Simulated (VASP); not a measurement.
Write the native input for VASP 6.6.1 that does the following.

```yaml
Task: single point
Functional: PBE
Potentials_or_basis: VASP PAW PBE potentials, release 64 (Be, Li_sv)
Cutoff: 520 eV
k_mesh: 9 × 9 × 9
Occupations: fermi-dirac, width 0.05 eV
Spin: no spin polarisation
Dipole_correction: no
Further_INCAR_settings: ALGO = Normal; EDIFF = 1e-07; NBANDS = 10
```

The structure of LiBe lies in POSCAR:

```
LiBe
1.0
    2.7363648499      0.0000000000      0.0000000000
    0.0000000000      2.7363648499      0.0000000000
    0.0000000000      0.0000000000      2.7363648499
Be Li
1 1
Direct
    0.5000000000      0.5000000000      0.5000000000
    0.0000000000      0.0000000000      0.0000000000
```

One way to write it, as run:

INCAR

```
PREC     = Accurate       # precision mode
ENCUT    = 520            # plane-wave cutoff, eV
EDIFF    = 1E-7           # SCF threshold, eV
ISMEAR   = -1             # smearing method
SIGMA    = 0.05           # smearing width, eV
LREAL    = False          # projectors in reciprocal space
LASPH    = True           # aspherical terms in the spheres
NELM     = 100            # most SCF steps
ALGO     = Normal         # electronic algorithm
ISIF     = 2              # what is computed and relaxed
LWAVE    = False          # write WAVECAR
LCHARG   = True           # write CHGCAR
GGA      = PE             # functional
LELF     = True           # ELF
LVHAR    = True         
NBANDS   = 10             # bands
```

KPOINTS

```
Automatic mesh
0
Gamma
  9 9 9
```

Potentials or basis: VASP PAW PBE potentials, release 64 (Be, Li_sv).

The run is started by

```sh
$ cat potpaw_PBE.64/Be/POTCAR potpaw_PBE.64/Li_sv/POTCAR > POTCAR
$ mpirun -np 1 vasp_std > vasp.out
```

It took 4 s on 1 thread of Intel Xeon 6975P-C (shared host), peak memory 0.12 GiB.
